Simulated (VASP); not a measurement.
**Hf: density of states with LDA**

The system is Hf.

```
Hf
1.0
     2.82380    0.00000    0.00000
     0.00000    2.82380    0.00000
     0.00000    0.00000    2.82380
Hf
1
Cartesian
  0.0000 0.0000 0.0000
```

| Property | Result |
| --- | --- |
| Program | VASP 6.6.1 |
| Task | density of states |
| Functional | LDA |
| Potentials or basis | VASP PAW LDA potentials, release 64 (Hf_pv) |
| Cutoff | 520 eV |
| k mesh | 15 × 15 × 15 |
| Occupations | fermi-dirac, width 0.1 eV |
| Spin | no spin polarisation |
| Dipole correction | no |
| k mesh for the DOS | 23 × 23 × 23 |
| Occupations for the DOS | tetrahedron |
| Further INCAR settings | ALGO = Normal; EDIFF = 1e-07; NBANDS = 11 |

```yaml
Valence_electrons_inside_the_program's_atomic_spheres: Hf 8.54
```

Levels at points of the mesh, in eV from the Fermi level:
| k point | band 3 | band 4 | band 5 | band 6 | band 7 | band 8 |
| --- | --- | --- | --- | --- | --- | --- |
| (0.00, 0.00, 0.00) | -29.50 | -6.69 | -1.68 | -1.68 | 7.07 | 7.07 |

Wall time 38 s on 1 thread of AMD EPYC 9R45 96-Core Processor (Zen 5), with other jobs on the host, peak memory 0.18 GiB.

Caveat: spin-orbit coupling is left out, which moves the levels of the heavy elements.
